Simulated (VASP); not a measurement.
## Mo: single point with PBE

The system is Mo.

```xyz
1
Lattice="-1.5802 1.5802 1.5802 1.5802 -1.5802 1.5802 1.5802 1.5802 -1.5802" Properties=species:S:1:pos:R:3 pbc="T T T"
Mo    0.0000    0.0000    0.0000
```

```json
{
  "Program": "VASP 6.6.1",
  "Task": "single point",
  "Functional": "PBE",
  "Potentials or basis": "VASP PAW PBE potentials, release 64 (Mo_sv)",
  "Cutoff": "520 eV",
  "k mesh": "18 × 18 × 18",
  "Occupations": "gaussian, width 0.1 eV",
  "Spin": "no spin polarisation",
  "Dipole correction": "no",
  "Further INCAR settings": "ALGO = Fast; EDIFF = 1e-06; NBANDS = 13"
}
```

```yaml
Pressure: 0.5 GPa
Band_gap_on_the_k_mesh: zero (band 7 reaches 16.36 eV, above the bottom of band 8 at 11.09 eV)
```

Levels at points of the mesh, in eV from the Fermi level:
| k point | band 4 | band 5 | band 6 | band 7 | band 8 | band 9 | band 10 | band 11 |
| --- | --- | --- | --- | --- | --- | --- | --- | --- |
| (0.00, 0.00, 0.00) | -34.59 | -7.22 | -1.36 | -1.36 | -1.36 | 1.63 | 1.63 | 14.80 |
| (0.50, 0.00, 0.00) | -34.60 | -5.28 | -3.37 | 1.57 | 1.65 | 2.27 | 4.66 | 11.48 |
| (0.50, 0.50, 0.50) | -35.52 | -5.38 | -5.38 | 3.91 | 3.91 | 3.91 | 8.97 | 8.97 |

Wall time 18 s on 1 thread of Intel Xeon 6975P-C, on a shared host, peak memory 0.15 GiB.
